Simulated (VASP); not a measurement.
Write the native input for VASP 6.6.1 that does the following.

| Property | Result |
| --- | --- |
| Task | single point |
| Functional | PBEsol |
| Potentials or basis | VASP PAW PBE potentials, release 64 (O) |
| Cutoff | 520 eV |
| k mesh | 16 × 16 × 9 |
| Occupations | fermi-dirac, width 0.1 eV |
| Spin | no spin polarisation |
| Dipole correction | no |
| Further INCAR settings | ALGO = Normal; EDIFF = 1e-07; NBANDS = 9 |

The structure of O lies in POSCAR:

```
O
1.0
    1.7873504852      0.0000000000      0.0000000000
    0.0000000000      1.7873504852      0.0000000000
    0.0000000000      0.0000000000      3.0732701681
O
1
Direct
    0.0000000000      0.0000000000      0.0000000000
```

The input as run:

INCAR

```
ALGO = Normal ; EDIFF = 1E-7
ENCUT = 520 ; GGA = PS
ISIF = 2 ; ISMEAR = -1
LASPH = True ; LCHARG = True
LELF = True ; LREAL = False
LVHAR = True ; LWAVE = False
NBANDS = 9 ; NELM = 100
PREC = Accurate ; SIGMA = 0.1
```

KPOINTS

```
k-points
0
Gamma
  16 16 9
```

Potentials or basis: VASP PAW PBE potentials, release 64 (O).

Run with:

```console
$ cat potpaw_PBE.64/O/POTCAR > POTCAR
$ mpirun -np 1 vasp_std > vasp.out
```

Results of the run:

- Pressure: -2.7 GPa
- Band gap on the k mesh: zero (band 3 reaches 4.05 eV, above the bottom of band 4 at -0.93 eV)

Caveat: the PAW data sets were made with another functional, which shifts forces and pressure a little.

Run time: 7.9 s on 1 thread of AMD EPYC 9R14 (Zen 4), on a shared host, peak memory 0.09 GiB.
